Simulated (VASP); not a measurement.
# PrHRh3 (Cmmm) in VASP: a series of runs

Runs on PrHRh3. Level: PBE. Tasks: relaxation of cell and atoms.

Everything below comes from runs of VASP 6.6.1. Logs are shortened: lines on timing, memory, paths and dates and some standing lists are left out, and cuts for length are marked.

## 1. The cell of the first run

It takes space group Cmmm (No. 65, orthorhombic). Conventional cell: a = 5.624 Å, b = 5.692 Å, c = 4.007 Å, α = 90.00°, β = 90.00°, γ = 90.00°. Pr (site symmetry mmm) has 12 Rh at 2.81 to 2.85 Å and 8 H at 3.45 to 3.48 Å within 3.7 Å. H (site symmetry mmm) has 6 Rh at 2.00 Å within 2.7 Å. Rh (site symmetry mmm) has 2 H at 2.00 Å within 2.7 Å. Rh (site symmetry 2/m) has 2 H at 2.00 Å within 2.7 Å.

The cell was generated, and may not be a known phase.

## 2. Relaxation of cell and atoms, PBE

Contents of INCAR:

```
  ALGO = Normal
  EDIFF = 1E-7
  EDIFFG = -0.08
  ENCUT = 500
  GGA = PE
  GGA_COMPAT = False
  IBRION = 2
  ISIF = 3
  ISMEAR = 0
  LASPH = True
  LCHARG = False
  LMAXMIX = 6
  LREAL = False
  LWAVE = False
  NELM = 200
  NELMIN = 4
  NSW = 36
  PREC = Accurate
  SIGMA = 0.2
```

Contents of KPOINTS:

```
k-points
0
Gamma
  4 4 4
```

Contents of POSCAR:

```
PrHRh3
1.0
    2.8120986800     -2.8460433600      0.0000000000
    2.8120986800      2.8460433600      0.0000000000
    0.0000000000      0.0000000000      4.0065245100
Pr H Rh
1 1 3
Direct
    0.5000000000      0.5000000000      0.0000000000
    0.0000000000      0.0000000000      0.5000000000
    0.0000000000      0.0000000000      0.0000000000
    0.0000000000      0.5000000000      0.5000000000
    0.5000000000      0.0000000000      0.5000000000
```

Potentials or basis: VASP PAW PBE potentials, release 64 (Pr_3, H, Rh_pv), 4f in core.

Run with:

```sh
> cat potpaw_PBE.64/Pr_3/POTCAR potpaw_PBE.64/H/POTCAR potpaw_PBE.64/Rh_pv/POTCAR > POTCAR
> mpirun -np 1 vasp_std > vasp.out
```

OUTCAR:

```text
EDIFF = 1E-7
   EDIFFG = -0.08
   ENCUT = 500
   GGA = PE
   IBRION = 2
   ISIF = 3
   ISMEAR = 0
   LASPH = True
   LREAL = False
   NELM = 200
   NELMIN = 4
   NSW = 36
   PREC = Accurate

 ion  position               nearest neighbor table
   1  0.500  0.500  0.000-   3 2.81   3 2.81   5 2.83   4 2.83   5 2.83   5 2.83   5 2.83   4 2.83
                             4 2.83   4 2.83   3 2.85   3 2.85
   2  0.000  0.000  0.500-   4 2.00   5 2.00   4 2.00   5 2.00   3 2.00   3 2.00
   3  0.000  0.000  0.000-   2 2.00   2 2.00   1 2.81   1 2.81   4 2.83   4 2.83   5 2.83   4 2.83
                             4 2.83   5 2.83   5 2.83   5 2.83   1 2.85   1 2.85
   4  0.000  0.500  0.500-   2 2.00   2 2.00   5 2.81   5 2.81   1 2.83   3 2.83   3 2.83   3 2.83
                             3 2.83   1 2.83   1 2.83   1 2.83   5 2.85   5 2.85
   5  0.500  0.000  0.500-   2 2.00   2 2.00   4 2.81   4 2.81   1 2.83   3 2.83   1 2.83   1 2.83
                             3 2.83   3 2.83   3 2.83   1 2.83   4 2.85   4 2.85

  LATTYP: Found a base centered orthorhombic cell.
 ALAT       =     5.6241973600
 B/A-ratio  =     1.0120709420
 C/A-ratio  =     0.7123726736

  Lattice vectors:

 A1 = (   2.8120986800,  -2.8460433600,   0.0000000000)
 A2 = (   2.8120986800,   2.8460433600,   0.0000000000)
 A3 = (   0.0000000000,   0.0000000000,   4.0065245100)

Analysis of symmetry for initial positions (statically):
=====================================================================
 Subroutine PRICEL returns:
 Original cell was already a primitive cell.

 Routine SETGRP: Setting up the symmetry group for a
 base centered orthorhombic supercell.

 Subroutine GETGRP returns: Found  8 space group operations
 (whereof  8 operations were pure point group operations)
 out of a pool of  8 trial point group operations.

The static configuration has the point symmetry D_2h.

Analysis of symmetry for dynamics (positions and initial velocities):
=====================================================================
 Subroutine PRICEL returns:
 Original cell was already a primitive cell.

 Routine SETGRP: Setting up the symmetry group for a
 base centered orthorhombic supercell.

 Subroutine GETGRP returns: Found  8 space group operations
 (whereof  8 operations were pure point group operations)
 out of a pool of  8 trial point group operations.

The dynamic configuration has the point symmetry D_2h.

 Subroutine INISYM returns: Found  8 space group operations
 (whereof  8 operations are pure point group operations),
 and found     1 'primitive' translations

----------------------------------------------------------------------------------------

                                     Primitive cell

  volume of cell :      64.1313

  direct lattice vectors                    reciprocal lattice vectors
     2.812098680 -2.846043360  0.000000000     0.177803149 -0.175682496  0.000000000
     2.812098680  2.846043360  0.000000000     0.177803149  0.175682496  0.000000000
     0.000000000  0.000000000  4.006524510     0.000000000  0.000000000  0.249592882

  length of vectors
     4.000982603  4.000982603  4.006524510     0.249956594  0.249956594  0.249592882

  position of ions in fractional coordinates (direct lattice)
     0.500000000  0.500000000  0.000000000
     0.000000000  0.000000000  0.500000000
     0.000000000  0.000000000  0.000000000
     1.000000000  0.500000000  0.500000000
     0.500000000  1.000000000  0.500000000

  ion indices of the primitive-cell ions
   primitive index   ion index
                 1           1
                 2           2
                 3           3
                 4           4
                 5           5

----------------------------------------------------------------------------------------

 KPOINTS: k-points

Automatic generation of k-mesh.
 Grid dimensions read from file:
 generate k-points for:    4    4    4

 Generating k-lattice:

  Cartesian coordinates                     Fractional coordinates (reciprocal lattice)
     0.044450787 -0.043920624  0.000000000     0.250000000 -0.000000000  0.000000000
     0.044450787  0.043920624  0.000000000    -0.000000000  0.250000000  0.000000000
     0.000000000  0.000000000  0.062398221     0.000000000  0.000000000  0.250000000

  Length of vectors
     0.062489149  0.062489149  0.062398221

  Shift w.r.t. Gamma in fractional coordinates (k-lattice)
     0.000000000  0.000000000  0.000000000

 Subroutine IBZKPT returns following result:
 ===========================================

 Found     21 irreducible k-points:

 Following reciprocal coordinates:
            Coordinates               Weight
  0.000000  0.000000  0.000000      1.000000
  0.250000  0.000000  0.000000      4.000000
  0.500000  0.000000  0.000000      2.000000
  0.250000  0.250000  0.000000      2.000000
  0.500000  0.250000  0.000000      4.000000
 -0.250000  0.250000  0.000000      2.000000
[... 13 lines left out ...]
 -0.250000  0.250000  0.500000      2.000000
  0.500000  0.500000  0.500000      1.000000
   k-points           NKPTS =     21   k-points in BZ     NKDIM =     21   number of bands    NBANDS=     34
   number of dos      NEDOS =    301   number of ions     NIONS =      5
   total plane-waves  NPLWV =  27000
   dimension x,y,z NGX =    30 NGY =   30 NGZ =   30
   dimension x,y,z NGXF=    60 NGYF=   60 NGZF=   60
   ions per type =               1   1   3
   NGX,Y,Z   is equivalent  to a cutoff of  12.47, 12.47, 12.45 a.u.
   NGXF,Y,Z  is equivalent  to a cutoff of  24.93, 24.93, 24.90 a.u.
 SYSTEM =  unknown system
   PREC   = accura    normal or accurate (medium, high low for compatibility)
   ISTART =      0    job   : 0-new  1-cont  2-samecut
   ICHARG =      2    charge: 1-file 2-atom 10-const
   ISPIN  =      1    spin polarized calculation?
   LNONCOLLINEAR =      F non collinear calculations
   LSORBIT =      F    spin-orbit coupling
   LASPH  =      T    aspherical Exc in radial PAW
   ENCUT  =  500.0 eV  36.75 Ry    6.06 a.u.   7.29  7.29  7.30*2*pi/ulx,y,z
   NELM   =    200;   NELMIN=  4; NELMDL= -5     # of ELM steps
   EDIFF  = 0.1E-06   stopping-criterion for ELM
   LREAL  =      F    real-space projection
   EDIFFG = -.8E-01   stopping-criterion for IOM
   NSW    =     36    number of steps for IOM
   IBRION =      2    ionic relax: 0-MD 1-quasi-New 2-CG
   NFREE  =      1    steps in history (QN), initial steepest desc. (CG)
   ISIF   =      3    stress and relaxation
   ISYM   =      2    0-nonsym 1-usesym 2-fastsym
   POTIM  = 0.5000    time-step for ionic-motion
   TEBEG  =    0.0;   TEEND  =   0.0 temperature during run
   PSTRESS=    0.0 pullay stress
   NELECT =      57.0000    total number of electrons
   NUPDOWN=      -1.0000    fix difference up-down
   EMIN   =  10.00;   EMAX   =-10.00  energy-range for DOS
   EFERMI =   0.00;   METHOD = LEGACY
   ISMEAR =     0;   SIGMA  =   0.20  broadening in eV -4-tet -1-fermi 0-gaus
   EFERMI_NEDOS =   21; number of points for ismear=-14 and -15
   IALGO  =     38    algorithm
   IMIX   =      4    mixing-type and parameters
     AMIX     =   0.40;   BMIX     =  1.00
     AMIX_MAG =   1.60;   BMIX_MAG =  1.00
  volume/ion in A,a.u.               =      12.83        86.56
  Fermi-wavevector in a.u.,A,eV,Ry     =   1.574018  2.974464 33.708899  2.477534
  Thomas-Fermi vector in A             =   2.675216
   LORBIT       =      0    0 simple, 1 ext, 2 COOP (PROOUT), +10 PAW based schemes
   GGA     = PE    functional components
   LHFCALC =     F    Hartree Fock is set to
   AEXX    =    0.0000 exact exchange contribution
   IVDW    =     0    specifies the selected vdW correction
   LEPSILON=     F    determine dielectric tensor
   LRPA    =     F    only Hartree local field effects (RPA)
 conjugate gradient relaxation of ions
 non-spin polarized calculation
 Gauss-broadening in eV      SIGMA  =   0.20
  energy-cutoff  :      500.00
  volume of cell :       64.13
 maximum number of plane-waves:      1642
 NGX is ok and might be reduce to    30
   NGX = 15   NGY = 15   NGZ = 15

--------------------------------------- Ionic step        1  -------------------------------------------

 number of electron      56.9999979 magnetization

 Free energy of the ion-electron system (eV)
  ---------------------------------------------------
  ext. energy  EPLUGINS =         0.00000000
  ---------------------------------------------------
  free energy    TOTEN  =       -31.00109552 eV

  energy without entropy =      -30.94008919  energy(sigma->0) =      -30.97059236

------------------------ aborting loop because EDIFF is reached ----------------------------------------

  FORCE on cell =-STRESS in cart. coord.  units (eV):
  Direction    XX          YY          ZZ          XY          YZ          ZX
  --------------------------------------------------------------------------------------
  -------------------------------------------------------------------------------------
  Total       10.3920436      9.1171832      9.6502877      0.0000000      0.0000000      0.0000000
  in kB      259.6221105    227.7725562    241.0909877      0.0000000      0.0000000      0.0000000
  external PRESSURE =     242.8285515 kB  Pullay stress =       0.0000000 kB

 VOLUME and BASIS-vectors are now :
 -----------------------------------------------------------------------------
  energy-cutoff  :      500.00
  volume of cell :       64.13
      direct lattice vectors                 reciprocal lattice vectors
     2.812098680 -2.846043360  0.000000000     0.177803149 -0.175682496  0.000000000
     2.812098680  2.846043360  0.000000000     0.177803149  0.175682496  0.000000000
     0.000000000  0.000000000  4.006524510     0.000000000  0.000000000  0.249592882

 POSITION                                       TOTAL-FORCE (eV/Angst)
 -----------------------------------------------------------------------------------
      2.81210      0.00000      0.00000        -0.000000      0.000000      0.000000
      0.00000      0.00000      2.00326         0.000000     -0.000000      0.000000
      0.00000      0.00000      0.00000         0.000000     -0.000000      0.000000
      1.40605      1.42302      2.00326         0.000000     -0.000000      0.000000
      1.40605     -1.42302      2.00326        -0.000000     -0.000000      0.000000
 -----------------------------------------------------------------------------------
    total drift:                                0.000000      0.000000     -0.000000

  FREE ENERGIE OF THE ION-ELECTRON SYSTEM (eV)
  ---------------------------------------------------
  free  energy   TOTEN  =       -31.0010955249 eV
[... 65 lines left out ...]
 POSITION                                       TOTAL-FORCE (eV/Angst)
 -----------------------------------------------------------------------------------
      2.93884      0.00000      0.00000         0.000000     -0.000000      0.000000
      0.00000     -0.00000      2.08710         0.000000      0.000000      0.000000
      0.00000     -0.00000      0.00000        -0.000000      0.000000      0.000000
      1.46942      1.47929      2.08710         0.000000      0.000000      0.000000
      1.46942     -1.47929      2.08710         0.000000      0.000000      0.000000
 -----------------------------------------------------------------------------------
    total drift:                                0.000000      0.000000     -0.000000

  FREE ENERGIE OF THE ION-ELECTRON SYSTEM (eV)
  ---------------------------------------------------
  free  energy   TOTEN  =       -31.5568185004 eV

  energy  without entropy=      -31.4783041350  energy(sigma->0) =      -31.51756132

--------------------------------------- Ionic step        4  -------------------------------------------

 number of electron      56.9999975 magnetization

 Free energy of the ion-electron system (eV)
  ---------------------------------------------------
  ext. energy  EPLUGINS =         0.00000000
  ---------------------------------------------------
  free energy    TOTEN  =       -31.55725742 eV

  energy without entropy =      -31.47912840  energy(sigma->0) =      -31.51819291

 E-fermi :   8.1901     XC(G=0): -12.6019

 val. band max:        8.1617823336   @ k =   0.0000   0.0000   0.2500
 cond. band min:       8.2534176290   @ k =  -0.2500   0.2500   0.5000
 fundamental gap:      0.0916352954
 Fermi energy:         8.1900533821

 k-point     1 :       0.0000    0.0000    0.0000
  band No.  band energies     occupation
      1     -37.6917      2.00000
      2     -37.6885      2.00000
      3     -37.6861      2.00000
      4     -37.4840      2.00000
      5     -37.4835      2.00000
      6     -37.4834      2.00000
[... 26 lines left out ...]
     33      12.3258      0.00000
     34      12.3331      0.00000
[... 751 lines left out ...]
 VOLUME and BASIS-vectors are now :
 -----------------------------------------------------------------------------
  energy-cutoff  :      500.00
  volume of cell :       72.37
      direct lattice vectors                 reciprocal lattice vectors
     2.935695810 -2.955786924  0.000000000     0.170317374 -0.169159690  0.000000000
     2.935695810  2.955786924  0.000000000     0.170317374  0.169159690  0.000000000
     0.000000000  0.000000000  4.170049802     0.000000000  0.000000000  0.239805289

 POSITION                                       TOTAL-FORCE (eV/Angst)
 -----------------------------------------------------------------------------------
      2.93570      0.00000      0.00000         0.000000      0.000000      0.000000
      0.00000     -0.00000      2.08502         0.000000     -0.000000      0.000000
      0.00000     -0.00000      0.00000         0.000000     -0.000000      0.000000
      1.46785      1.47789      2.08502         0.000000     -0.000000      0.000000
      1.46785     -1.47789      2.08502        -0.000000     -0.000000      0.000000
 -----------------------------------------------------------------------------------
    total drift:                                0.000000      0.000000     -0.000000

  FREE ENERGIE OF THE ION-ELECTRON SYSTEM (eV)
  ---------------------------------------------------
  free  energy   TOTEN  =       -31.5572574215 eV

  energy  without entropy=      -31.4791284047  energy(sigma->0) =      -31.51819291

 reached required accuracy - stopping structural energy minimisation
```

Run time: 99 s. Hardware: 1 thread of Intel Xeon 6975P-C (Granite Rapids), shared host; peak memory 0.2 GiB.

Results:

```
Free energy                           : -31.5573 eV
Relaxed volume                        : 14.47 Å³/atom
Relaxed cell                          : a = 4.166 Å, b = 4.166 Å, c = 4.170 Å, α = 90.00°, β = 90.00°, γ = 90.39°
Space group after relaxing (to 0.1 Å) : Pm-3m (No. 221)
Energy gained by relaxing             : 111.2 meV/atom
Ionic steps                           : 4
Pressure after relaxing               : -0.1 GPa
Band gap on the k mesh                : zero (an odd number of electrons rules out a gap without spin polarisation)
```

The path:
| step | energy change (eV) | largest force (eV/Å) | pressure (GPa) | volume (Å³) |
| --- | --- | --- | --- | --- |
| 1 | 0.0000 | 0.0000 | 24.28 | 64.13 |
| 2 | 0.1178 | 0.0000 | -16.25 | 83.92 |
| 3 | -0.5557 | 0.0000 | -0.57 | 72.59 |
| 4 | -0.5562 | 0.0000 | -0.11 | 72.37 |

Final structure:
```
CELL_PARAMETERS angstrom
2.93570 -2.95579 0.00000
2.93570 2.95579 0.00000
0.00000 0.00000 4.17005
ATOMIC_POSITIONS crystal
Pr 0.50000 0.50000 0.00000
H 0.00000 0.00000 0.50000
Rh 0.00000 0.00000 0.00000
Rh 0.00000 0.50000 0.50000
Rh 0.50000 0.00000 0.50000
```

Levels at points of the mesh, in eV from the Fermi level:
```
           k point  band 26  band 27  band 28  band 29  band 30  band 31
(0.00, 0.00, 0.00)     0.40     0.66     0.66     0.67     3.56     3.56
(0.50, 0.00, 0.00)    -0.88    -0.88    -0.84    -0.27     0.67     2.34
(0.50, 0.50, 0.00)    -1.31    -1.29    -0.82    -0.73    -0.55     2.67
(0.00, 0.00, 0.50)    -0.90    -0.86    -0.85    -0.27     0.67     2.33
(0.50, 0.00, 0.50)    -1.31    -1.31    -0.82    -0.74    -0.55     2.72
(0.50, 0.50, 0.50)    -1.27     0.38     0.39     0.41     2.98     3.01
```

Caveat: the k points lie up to 0.38 Å⁻¹ apart in the final cell, too coarse for converged energies and pressures of a metal; spin-orbit coupling is left out, which moves the levels of the heavy elements; the 4f electrons are frozen in the core, so they carry no moment and show no levels. Spin polarisation is off, so any magnetic state and its effect on volume and gap are missing.

## 3. Relaxation of cell and atoms, PBE

This run uses another cell than the first one, of 13.71 Å³/atom.

Contents of INCAR:

```
ALGO = Normal ; EDIFF = 1E-7
EDIFFG = -0.08 ; ENCUT = 500
GGA = PE ; GGA_COMPAT = F
IBRION = 2 ; ISIF = 3
ISMEAR = 0 ; LASPH = T
LCHARG = F ; LMAXMIX = 6
LREAL = F ; LWAVE = F
NELM = 200 ; NELMIN = 4
NSW = 36 ; PREC = Accurate
SIGMA = 0.2
```

KPOINTS is that of step 2.

Contents of POSCAR:

```
PrHRh3
1.0
    2.8894588000     -2.8974295800      0.0000000000
    2.8894588000      2.8974295800      0.0000000000
    0.0000000000      0.0000000000      4.0945274200
Pr H Rh
1 1 3
Direct
    0.5000000000      0.5000000000      0.5000000000
    0.0000000000      0.0000000000      0.0000000000
    0.0000000000      0.0000000000      0.5000000000
    0.5000000000      0.0000000000      0.0000000000
    0.0000000000      0.5000000000      0.0000000000
```

Potentials or basis: VASP PAW PBE potentials, release 64 (Pr_3, H, Rh_pv), 4f in core.

Run with:

```sh
> cat potpaw_PBE.64/Pr_3/POTCAR potpaw_PBE.64/H/POTCAR potpaw_PBE.64/Rh_pv/POTCAR > POTCAR
> mpirun -np 1 vasp_std > vasp.out
```

Run time: 85 s. Hardware: 1 thread of Intel Xeon 6975P-C (Granite Rapids), shared host; peak memory 0.2 GiB.

It converged, with:

- Free energy: -31.5613 eV
- Relaxed volume: 14.48 Å³/atom
- Relaxed cell: a = 4.167 Å, b = 4.167 Å, c = 4.169 Å, α = 90.00°, β = 90.00°, γ = 90.09°
- Space group after relaxing (to 0.1 Å): Pm-3m (No. 221)
- Energy gained by relaxing: 20.8 meV/atom
- Ionic steps: 3
- Pressure after relaxing: -0.1 GPa
- Band gap on the k mesh: zero (an odd number of electrons rules out a gap without spin polarisation)

Stress tensor (GPa, compression positive):
```
 0.07  0.00  0.00
 0.00 -0.21  0.00
 0.00  0.00 -0.12
```

Step by step:
| step | energy change (eV) | largest force (eV/Å) | pressure (GPa) | volume (Å³) |
| --- | --- | --- | --- | --- |
| 1 | 0.0000 | 0.0000 | 9.24 | 68.56 |
| 2 | 0.0079 | 0.0000 | -7.76 | 76.71 |
| 3 | -0.1038 | 0.0000 | -0.08 | 72.39 |

Final structure:
```yaml
crystal:
  lattice:
    - [2.94401, -2.94888, 0.00000]
    - [2.94401, 2.94888, 0.00000]
    - [0.00000, 0.00000, 4.16891]
  atoms:
    - { symbol: Pr, position: [0.50000, 0.50000, 0.50000] }
    - { symbol: H, position: [0.00000, 0.00000, 0.00000] }
    - { symbol: Rh, position: [0.00000, 0.00000, 0.50000] }
    - { symbol: Rh, position: [0.50000, 0.00000, 0.00000] }
    - { symbol: Rh, position: [0.00000, 0.50000, 0.00000] }
```

Levels at points of the mesh, in eV from the Fermi level:
```
           k point  band 26  band 27  band 28  band 29  band 30  band 31
(0.00, 0.00, 0.00)     0.40     0.66     0.66     0.67     3.57     3.57
(0.50, 0.00, 0.00)    -0.88    -0.88    -0.84    -0.27     0.67     2.34
(0.50, 0.50, 0.00)    -1.31    -1.31    -0.82    -0.73    -0.55     2.71
(0.00, 0.00, 0.50)    -0.89    -0.88    -0.84    -0.27     0.67     2.34
(0.50, 0.00, 0.50)    -1.31    -1.31    -0.82    -0.73    -0.55     2.72
(0.50, 0.50, 0.50)    -1.28     0.39     0.40     0.40     3.01     3.01
```

Caveat: the k points lie up to 0.38 Å⁻¹ apart in the final cell, too coarse for converged energies and pressures of a metal; spin-orbit coupling is left out, which moves the levels of the heavy elements; the 4f electrons are frozen in the core, so they carry no moment and show no levels. Spin polarisation is off, so any magnetic state and its effect on volume and gap are missing.

The gap in the log of VASP goes by the Fermi energy; the results here count the filled bands.